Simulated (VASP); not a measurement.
# Ta4O (P-43m) in VASP: further runs

Runs on Ta4O. Level: PBE. Tasks: single point, relaxation of cell and atoms.

All numbers are computed with VASP 6.6.1; they aren't measurements. Logs are shortened: lines on timing, memory, paths and dates and some standing lists are left out, and cuts for length are marked.

### Step 1. The cell of the first run

The structure is cubic, space group P-43m (No. 215). The conventional cell has a = 4.537 Å, b = 4.537 Å, c = 4.537 Å, α = 90.00°, β = 90.00°, γ = 90.00°. Within 2.5 Å of Ta (site symmetry 3m) lie 1 O at 1.92 Å. O (site symmetry -43m) has 4 Ta at 1.92 Å within 2.5 Å.

### Step 2. Single point, PBE, collinear spin, ferromagnetic start

Contents of INCAR:

```
SYSTEM = Ta4O
PREC     = Accurate       ! precision mode
ENCUT    = 520            ! plane-wave cutoff, eV
EDIFF    = 1E-7           ! SCF threshold, eV
ISMEAR   = 0              ! smearing method
SIGMA    = 0.1            ! smearing width, eV
LREAL    = .False.        ! projectors in reciprocal space
LASPH    = .True.         ! aspherical terms in the spheres
NELM     = 150            ! most SCF steps
ALGO     = Normal         ! electronic algorithm
ISIF     = 2              ! what is computed and relaxed
LWAVE    = .False.        ! write WAVECAR
LCHARG   = .False.        ! write CHGCAR
ISPIN    = 2              ! spin polarisation
MAGMOM   = 1 1 1 1 0      ! initial moments
LORBIT   = 11             ! projections on sites
LMAXMIX  = 4              ! l up to which the mixer works
GGA      = PE             ! functional
NBANDS   = 37             ! bands
```

Contents of KPOINTS:

```
Automatic mesh
0
Gamma
  4 4 4
  0 0 0
```

Contents of POSCAR:

```
Ta4O
1.0
    4.5368986500      0.0000000000      0.0000000000
    0.0000000000      4.5368986500      0.0000000000
    0.0000000000      0.0000000000      4.5368986500
Ta O
4 1
Direct
    0.2437810800      0.7562189200      0.7562189200
    0.7562189200      0.2437810800      0.7562189200
    0.7562189200      0.7562189200      0.2437810800
    0.2437810800      0.2437810800      0.2437810800
    0.0000000000      0.0000000000      0.0000000000
```

Potentials or basis: VASP PAW PBE potentials, release 64 (Ta_pv, O).

Launch:

```
cat potpaw_PBE.64/Ta_pv/POTCAR potpaw_PBE.64/O/POTCAR > POTCAR
mpirun -np 1 vasp_std > vasp.out
```

OUTCAR:

```text
SYSTEM = Ta4O
   PREC = Accurate
   ENCUT = 520
   EDIFF = 1E-7
   ISMEAR = 0
   LREAL = .False.
   LASPH = .True.
   NELM = 150
   ISIF = 2
   ISPIN = 2
   LORBIT = 11
   GGA = PE

 ion  position               nearest neighbor table
   1  0.244  0.756  0.756-   5 1.92   3 3.13   4 3.13   2 3.13   2 3.21   3 3.21   3 3.21   4 3.21
                             2 3.21   4 3.21   3 3.29   2 3.29   4 3.29
   2  0.756  0.244  0.756-   5 1.92   3 3.13   4 3.13   1 3.13   1 3.21   3 3.21   3 3.21   4 3.21
                             1 3.21   4 3.21   3 3.29   1 3.29   4 3.29
   3  0.756  0.756  0.244-   5 1.92   2 3.13   4 3.13   1 3.13   1 3.21   2 3.21   2 3.21   4 3.21
                             1 3.21   4 3.21   2 3.29   1 3.29   4 3.29
   4  0.244  0.244  0.244-   5 1.92   2 3.13   3 3.13   1 3.13   1 3.21   2 3.21   2 3.21   3 3.21
                             1 3.21   3 3.21   1 3.29   3 3.29   2 3.29
   5  0.000  0.000  0.000-   1 1.92   2 1.92   3 1.92   4 1.92

  LATTYP: Found a simple cubic cell.
 ALAT       =     4.5368986500

  Lattice vectors:

 A1 = (   4.5368986500,   0.0000000000,   0.0000000000)
 A2 = (   0.0000000000,   4.5368986500,   0.0000000000)
 A3 = (   0.0000000000,   0.0000000000,   4.5368986500)

Analysis of symmetry for initial positions (statically):
=====================================================================
 Subroutine PRICEL returns:
 Original cell was already a primitive cell.

 Routine SETGRP: Setting up the symmetry group for a
 simple cubic supercell.

 Subroutine GETGRP returns: Found 24 space group operations
 (whereof 24 operations were pure point group operations)
 out of a pool of 48 trial point group operations.

The static configuration has the point symmetry T_d .

Analysis of symmetry for dynamics (positions and initial velocities):
=====================================================================
 Subroutine PRICEL returns:
 Original cell was already a primitive cell.

 Routine SETGRP: Setting up the symmetry group for a
 simple cubic supercell.

 Subroutine GETGRP returns: Found 24 space group operations
 (whereof 24 operations were pure point group operations)
 out of a pool of 48 trial point group operations.

The dynamic configuration has the point symmetry T_d .

Analysis of structural, dynamic, and magnetic symmetry:
=====================================================================
 Subroutine PRICEL returns:
 Original cell was already a primitive cell.

 Routine SETGRP: Setting up the symmetry group for a
 simple cubic supercell.

 Subroutine GETGRP returns: Found 24 space group operations
 (whereof 24 operations were pure point group operations)
 out of a pool of 48 trial point group operations.

The overall configuration has the point symmetry T_d .

 Subroutine INISYM returns: Found 24 space group operations
 (whereof 24 operations are pure point group operations),
 and found     1 'primitive' translations

----------------------------------------------------------------------------------------

                                     Primitive cell

  volume of cell :      93.3850

  direct lattice vectors                    reciprocal lattice vectors
     4.536898650  0.000000000  0.000000000     0.220414886  0.000000000  0.000000000
     0.000000000  4.536898650  0.000000000     0.000000000  0.220414886  0.000000000
     0.000000000  0.000000000  4.536898650     0.000000000  0.000000000  0.220414886

  length of vectors
     4.536898650  4.536898650  4.536898650     0.220414886  0.220414886  0.220414886

  position of ions in fractional coordinates (direct lattice)
     0.243781080  0.756218920  0.756218920
     0.756218920  0.243781080  0.756218920
     0.756218920  0.756218920  0.243781080
     0.243781080  0.243781080  0.243781080
     0.000000000  0.000000000  0.000000000

  ion indices of the primitive-cell ions
   primitive index   ion index
                 1           1
                 2           2
                 3           3
                 4           4
                 5           5

----------------------------------------------------------------------------------------

 KPOINTS: Automatic mesh

Automatic generation of k-mesh.
 Grid dimensions read from file:
 generate k-points for:    4    4    4

 Generating k-lattice:
[... 28 lines left out ...]
  0.500000  0.500000  0.500000      1.000000
   k-points           NKPTS =     10   k-points in BZ     NKDIM =     10   number of bands    NBANDS=     37
   number of dos      NEDOS =    301   number of ions     NIONS =      5
   total plane-waves  NPLWV =  46656
   dimension x,y,z NGX =    36 NGY =   36 NGZ =   36
   dimension x,y,z NGXF=    72 NGYF=   72 NGZF=   72
   ions per type =               4   1
   NGX,Y,Z   is equivalent  to a cutoff of  13.19, 13.19, 13.19 a.u.
   NGXF,Y,Z  is equivalent  to a cutoff of  26.38, 26.38, 26.38 a.u.
 SYSTEM =  Ta4O
   PREC   = accura    normal or accurate (medium, high low for compatibility)
   ISTART =      0    job   : 0-new  1-cont  2-samecut
   ICHARG =      2    charge: 1-file 2-atom 10-const
   ISPIN  =      2    spin polarized calculation?
   LNONCOLLINEAR =      F non collinear calculations
   LSORBIT =      F    spin-orbit coupling
   LASPH  =      T    aspherical Exc in radial PAW
   ENCUT  =  520.0 eV  38.22 Ry    6.18 a.u.   8.44  8.44  8.44*2*pi/ulx,y,z
   NELM   =    150;   NELMIN=  2; NELMDL= -5     # of ELM steps
   EDIFF  = 0.1E-06   stopping-criterion for ELM
   LREAL  =      F    real-space projection
   EDIFFG = 0.1E-05   stopping-criterion for IOM
   NSW    =      0    number of steps for IOM
   IBRION =     -1    ionic relax: 0-MD 1-quasi-New 2-CG
   NFREE  =      0    steps in history (QN), initial steepest desc. (CG)
   ISIF   =      2    stress and relaxation
   ISYM   =      2    0-nonsym 1-usesym 2-fastsym
   POTIM  = 0.5000    time-step for ionic-motion
   TEBEG  =    0.0;   TEEND  =   0.0 temperature during run
   PSTRESS=    0.0 pullay stress
   NELECT =      50.0000    total number of electrons
   NUPDOWN=      -1.0000    fix difference up-down
   EMIN   =  10.00;   EMAX   =-10.00  energy-range for DOS
   EFERMI =   0.00;   METHOD = LEGACY
   ISMEAR =     0;   SIGMA  =   0.10  broadening in eV -4-tet -1-fermi 0-gaus
   EFERMI_NEDOS =   21; number of points for ismear=-14 and -15
   IALGO  =     38    algorithm
   IMIX   =      4    mixing-type and parameters
     AMIX     =   0.40;   BMIX     =  1.00
     AMIX_MAG =   1.60;   BMIX_MAG =  1.00
  volume/ion in A,a.u.               =      18.68       126.04
  Fermi-wavevector in a.u.,A,eV,Ry     =   1.329349  2.512106 24.043799  1.767169
  Thomas-Fermi vector in A             =   2.458518
   LORBIT       =     11    0 simple, 1 ext, 2 COOP (PROOUT), +10 PAW based schemes
   GGA     = PE    functional components
   LHFCALC =     F    Hartree Fock is set to
   AEXX    =    0.0000 exact exchange contribution
   IVDW    =     0    specifies the selected vdW correction
   LEPSILON=     F    determine dielectric tensor
   LRPA    =     F    only Hartree local field effects (RPA)
 spin polarized calculation
 Gauss-broadening in eV      SIGMA  =   0.10
  energy-cutoff  :      520.00
  volume of cell :       93.39
 maximum number of plane-waves:      2524
 NGX is ok and might be reduce to    36
   NGX = 17   NGY = 17   NGZ = 17

 number of electron      50.0000018 magnetization      -0.0014119

 number of electron      50.0000018 magnetization       0.0000923

 Free energy of the ion-electron system (eV)
  ---------------------------------------------------
  ext. energy  EPLUGINS =         0.00000000
  ---------------------------------------------------
  free energy    TOTEN  =       -53.15183840 eV

  energy without entropy =      -53.12044726  energy(sigma->0) =      -53.13614283

 E-fermi :   4.8675     XC(G=0): -11.6896

 val. band max:        4.8502847699   @ k =   0.5000   0.5000   0.2500
 cond. band min:       4.8720043684   @ k =   0.5000   0.2500   0.0000
 fundamental gap:      0.0217195985
 Fermi energy:         4.8675082120

 spin component 1

 k-point     1 :       0.0000    0.0000    0.0000
  band No.  band energies     occupation
      1     -30.9678      1.00000
      2     -30.2492      1.00000
      3     -30.2492      1.00000
      4     -30.2492      1.00000
      5     -30.1514      1.00000
      6     -30.1514      1.00000
[... 389 lines left out ...]
     36       8.9865      0.00000
     37       9.4891      0.00000
 Fermi energy:         4.8675082120

 spin component 2

 k-point     1 :       0.0000    0.0000    0.0000
  band No.  band energies     occupation
      1     -30.9678      1.00000
      2     -30.2492      1.00000
      3     -30.2492      1.00000
      4     -30.2492      1.00000
      5     -30.1514      1.00000
      6     -30.1514      1.00000
[... 389 lines left out ...]
     36       8.9865      0.00000
     37       9.4891      0.00000

------------------------ aborting loop because EDIFF is reached ----------------------------------------

  FORCE on cell =-STRESS in cart. coord.  units (eV):
  Direction    XX          YY          ZZ          XY          YZ          ZX
  --------------------------------------------------------------------------------------
  -------------------------------------------------------------------------------------
  Total       -3.6474154     -3.6474154     -3.6474154     -0.0000000      0.0000000     -0.0000000
  in kB      -62.5775527    -62.5775527    -62.5775527     -0.0000000      0.0000000     -0.0000000
  external PRESSURE =     -62.5775527 kB  Pullay stress =       0.0000000 kB

 VOLUME and BASIS-vectors are now :
 -----------------------------------------------------------------------------
  energy-cutoff  :      520.00
  volume of cell :       93.39
      direct lattice vectors                 reciprocal lattice vectors
     4.536898650  0.000000000  0.000000000     0.220414886  0.000000000  0.000000000
     0.000000000  4.536898650  0.000000000     0.000000000  0.220414886  0.000000000
     0.000000000  0.000000000  4.536898650     0.000000000  0.000000000  0.220414886

 POSITION                                       TOTAL-FORCE (eV/Angst)
 -----------------------------------------------------------------------------------
      1.10601      3.43089      3.43089         2.274648     -2.274648     -2.274648
      3.43089      1.10601      3.43089        -2.274648      2.274648     -2.274648
      3.43089      3.43089      1.10601        -2.274648     -2.274648      2.274648
      1.10601      1.10601      1.10601         2.274648      2.274648      2.274648
      0.00000      0.00000      0.00000        -0.000000     -0.000000     -0.000000
 -----------------------------------------------------------------------------------
    total drift:                                0.000000      0.000000     -0.000000

  FREE ENERGIE OF THE ION-ELECTRON SYSTEM (eV)
  ---------------------------------------------------
  free  energy   TOTEN  =       -53.1518383979 eV

  energy  without entropy=      -53.1204472597  energy(sigma->0) =      -53.13614283

 total charge

# of ion       s       p       d       tot
------------------------------------------
    1        0.324   6.174   2.196   8.693
    2        0.324   6.174   2.196   8.693
    3        0.324   6.174   2.196   8.693
    4        0.324   6.174   2.196   8.693
    5        1.589   3.668   0.000   5.257
--------------------------------------------------
tot          2.885  28.362   8.783  40.030

 magnetization (x)

# of ion       s       p       d       tot
------------------------------------------
    1       -0.000   0.000   0.000   0.000
    2       -0.000   0.000   0.000   0.000
    3       -0.000   0.000   0.000   0.000
    4       -0.000   0.000   0.000   0.000
    5        0.000   0.000   0.000   0.000
--------------------------------------------------
tot          0.000   0.000   0.000   0.000
```

It took 33 s on 1 thread of Intel Xeon 6975P-C (Granite Rapids), shared host; peak memory 0.26 GiB.

What came out:

```yaml
Free_energy: -53.1518 eV
Pressure: -6.3 GPa
Largest_force: 3.940 eV/Å
Band_gap_on_the_k_mesh: zero (filled and empty bands overlap)
Net_moment: 0.00 μB per cell
Valence_electrons_inside_the_program's_atomic_spheres: Ta 8.69; O 5.26
```

Forces on the atoms (eV/Å):
```
Ta   2.275 -2.275 -2.275
Ta  -2.275  2.275 -2.275
Ta  -2.275 -2.275  2.275
Ta   2.275  2.275  2.275
O    0.000  0.000  0.000
```

Levels at points of the mesh, in eV from the Fermi level:
Spin up:
```
           k point  band 23  band 24  band 25  band 26  band 27  band 28
(0.00, 0.00, 0.00)    -0.81     1.64     1.64     1.74     1.74     1.74
(0.50, 0.00, 0.00)    -1.36    -1.00    -0.49     0.38     1.24     1.27
(0.50, 0.50, 0.00)    -1.19    -1.06    -0.26    -0.26     0.68     1.07
(0.50, 0.50, 0.50)    -0.11    -0.11    -0.11     0.08     0.08     0.08
```
Spin down:
```tsv
k point	band 23	band 24	band 25	band 26	band 27	band 28
(0.00, 0.00, 0.00)	-0.81	1.64	1.64	1.74	1.74	1.74
(0.50, 0.00, 0.00)	-1.36	-1.00	-0.49	0.38	1.24	1.27
(0.50, 0.50, 0.00)	-1.19	-1.06	-0.26	-0.26	0.68	1.07
(0.50, 0.50, 0.50)	-0.11	-0.11	-0.11	0.08	0.08	0.08
```

Caveat: spin-orbit coupling is left out, which moves the levels of the heavy elements; forces of over 1 eV/Å act on the atoms, so gaps and moduli don't describe the material at rest.

### Step 3. Relaxation of cell and atoms, PBE

This run uses another cell than the first one, of 16.99 Å³/atom, 0.910 times its volume.

Contents of INCAR:

```
SYSTEM = Ta4O
  PREC = Accurate
  ENCUT = 600
  EDIFF = 1E-6
  ISMEAR = 0
  SIGMA = 0.1
  LREAL = .FALSE.
  LASPH = .TRUE.
  NELM = 100
  ALGO = Normal
  ISIF = 3
  LWAVE = .FALSE.
  LCHARG = .FALSE.
  GGA = PE
  IBRION = 2
  NSW = 100
  EDIFFG = -0.01
```

Contents of KPOINTS:

```
regular mesh
0
G
  8 8 8
  0 0 0
```

Contents of POSCAR:

```
Ta4O
1.0
    4.3959182816      0.0000000000      0.0000000000
    0.0000000000      4.3959182816      0.0000000000
    0.0000000000      0.0000000000      4.3959182816
Ta O
4 1
Direct
    0.2637668389      0.7362331611      0.7362331611
    0.7362331611      0.2637668389      0.7362331611
    0.7362331611      0.7362331611      0.2637668389
    0.2637668389      0.2637668389      0.2637668389
    0.0000000000      0.0000000000      0.0000000000
```

Potentials or basis: VASP PAW PBE potentials, release 64 (Ta_pv, O).

Launch:

```
cat potpaw_PBE.64/Ta_pv/POTCAR potpaw_PBE.64/O/POTCAR > POTCAR
mpirun -np 1 vasp_std > vasp.out
```

It took 64 s on 1 thread of Intel Xeon 6975P-C (Granite Rapids), shared host; peak memory 0.26 GiB.

The run converged. Its results:

```yaml
Free_energy: -54.6989 eV
Relaxed_volume: 16.98 Å³/atom
Relaxed_cell: a = 4.395 Å, b = 4.395 Å, c = 4.395 Å, α = 90.00°, β = 90.00°, γ = 90.00°
Space_group_after_relaxing_to_0.05_Å: P-43m (No. 215)
Energy_gained_by_relaxing: 0.0 meV/atom
Ionic_steps: 3
Pressure_after_relaxing: 0.1 GPa
Band_gap_on_the_k_mesh: zero (band 25 reaches 7.04 eV, above the bottom of band 26 at 4.86 eV)
```

Forces in eV/Å, atoms in the order of the input:
```
Ta   0.001 -0.001 -0.001
Ta  -0.001  0.001 -0.001
Ta  -0.001 -0.001  0.001
Ta   0.001  0.001  0.001
O    0.000  0.000  0.000
```

The path:
```tsv
step	energy change (eV)	largest force (eV/Å)	pressure (GPa)	volume (Å³)
1	0.0000	0.0510	-0.07	84.95
2	-0.0001	0.0228	0.10	84.85
3	-0.0002	0.0025	0.05	84.88
```

Final structure:
```cif
data_structure
_symmetry_space_group_name_H-M 'P 1'
_symmetry_Int_Tables_number 1
_cell_length_a 4.3948
_cell_length_b 4.3948
_cell_length_c 4.3948
_cell_angle_alpha 90.000
_cell_angle_beta 90.000
_cell_angle_gamma 90.000
_cell_volume 84.88
loop_
_atom_site_label
_atom_site_type_symbol
_atom_site_fract_x
_atom_site_fract_y
_atom_site_fract_z
_atom_site_occupancy
Ta1 Ta 0.26398 0.73602 0.73602 1
Ta2 Ta 0.73602 0.26398 0.73602 1
Ta3 Ta 0.73602 0.73602 0.26398 1
Ta4 Ta 0.26398 0.26398 0.26398 1
O1 O 0.00000 0.00000 0.00000 1
```

Levels at points of the mesh, in eV from the Fermi level:
```csv
k point,band 21,band 22,band 23,band 24,band 25,band 26,band 27,band 28,band 29,band 30
"(0.00, 0.00, 0.00)",-2.73,-2.73,-1.44,1.62,1.62,1.62,1.62,1.62,3.29,3.29
"(0.50, 0.00, 0.00)",-1.49,-1.42,-1.25,-1.18,-0.41,-0.38,1.30,1.30,1.62,2.07
"(0.50, 0.50, 0.00)",-1.31,-1.06,-0.75,-0.75,-0.56,-0.56,1.22,1.28,1.28,1.38
"(0.50, 0.50, 0.50)",-0.07,-0.07,0.26,0.26,0.26,0.34,0.34,0.34,2.26,2.26
```

Caveat: spin-orbit coupling is left out, which moves the levels of the heavy elements.
